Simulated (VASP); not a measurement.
Write the native input for VASP 6.6.1 that does the following.

```
Task                   : single point
Functional             : PBE
Potentials or basis    : VASP PAW PBE potentials, release 64 (C, Si)
Cutoff                 : 520 eV
k mesh                 : 8 × 8 × 8
Occupations            : gaussian, width 0.01 eV
Spin                   : no spin polarisation
Dipole correction      : no
Further INCAR settings : ALGO = Normal; EDIFF = 1e-07; NBANDS = 16
```

The structure of SiC lies in POSCAR:

```
SiC
1.0
    1.5485092389      0.8940322259      5.3418850317
   -1.5485092389      0.8940322259      5.3418850317
    0.0000000000     -1.7880644519      5.3418850317
C Si
2 2
Direct
    0.4496676742      0.4496676742      0.4496676742
    0.5503323258      0.5503323258      0.5503323258
    0.9255061281      0.9255061281      0.9255061281
    0.0744938719      0.0744938719      0.0744938719
```

The input as run:

INCAR

```
SYSTEM = SiC
  ALGO = Normal
  EDIFF = 1E-7
  ENCUT = 520
  GGA = PE
  ISIF = 2
  ISMEAR = 0
  LASPH = .TRUE.
  LCHARG = .FALSE.
  LREAL = .FALSE.
  LWAVE = .FALSE.
  NBANDS = 16
  NELM = 60
  PREC = Accurate
  SIGMA = 0.01
```

KPOINTS

```
k-points
0
G
  8 8 8
  0 0 0
```

Potentials or basis: VASP PAW PBE potentials, release 64 (C, Si).

Command:

```sh
$ cat potpaw_PBE.64/C/POTCAR potpaw_PBE.64/Si/POTCAR > POTCAR
$ mpirun -np 1 vasp_std > vasp.out
```

Results of the run:

The pressure is 0.0 GPa and the largest force is 0.020 eV/Å. The band gap on the k mesh is 0.43 eV, indirect (least direct gap 1.83 eV).

Run time: 2.3 min on 1 thread of Intel Xeon 6975P-C, on a shared host, peak memory 0.25 GiB.
